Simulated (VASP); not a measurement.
Input of a VASP 6.6.1 run:

INCAR

```
  ALGO = Normal
  EDIFF = 1E-6
  ENCUT = 520
  GGA = PS
  ISIF = 2
  ISMEAR = 0
  LASPH = T
  LCHARG = F
  LREAL = F
  LWAVE = F
  NBANDS = 14
  NELM = 100
  PREC = Accurate
  SIGMA = 0.15
```

File KPOINTS:

```
k-points
0
Gamma
  18 18 18
```

Contents of POSCAR:

```
HfN
1.0
    0.0000000000      2.2025250000      2.2025250000
    2.2025250000      0.0000000000      2.2025250000
    2.2025250000      2.2025250000      0.0000000000
Hf N
1 1
Direct
    0.0000000000      0.0000000000      0.0000000000
    0.5000000000      0.5000000000      0.5000000000
```

Potentials or basis: VASP PAW PBE potentials, release 64 (Hf_pv, N).

Command:

```console
$ cat potpaw_PBE.64/Hf_pv/POTCAR potpaw_PBE.64/N/POTCAR > POTCAR
$ mpirun -np 1 vasp_std > vasp.out
```

Estimate the pressure.

19.0 GPa.

Predict the band gap on the k mesh.

zero (an odd number of electrons rules out a gap without spin polarisation).

Caveat: the cell differs from its parent crystal (strain -0.025 along x and y, -0.025 along z); the cell stands under pressure; the PAW data sets were made with another functional, which shifts forces and pressure a little; spin-orbit coupling is left out, which moves the levels of the heavy elements.
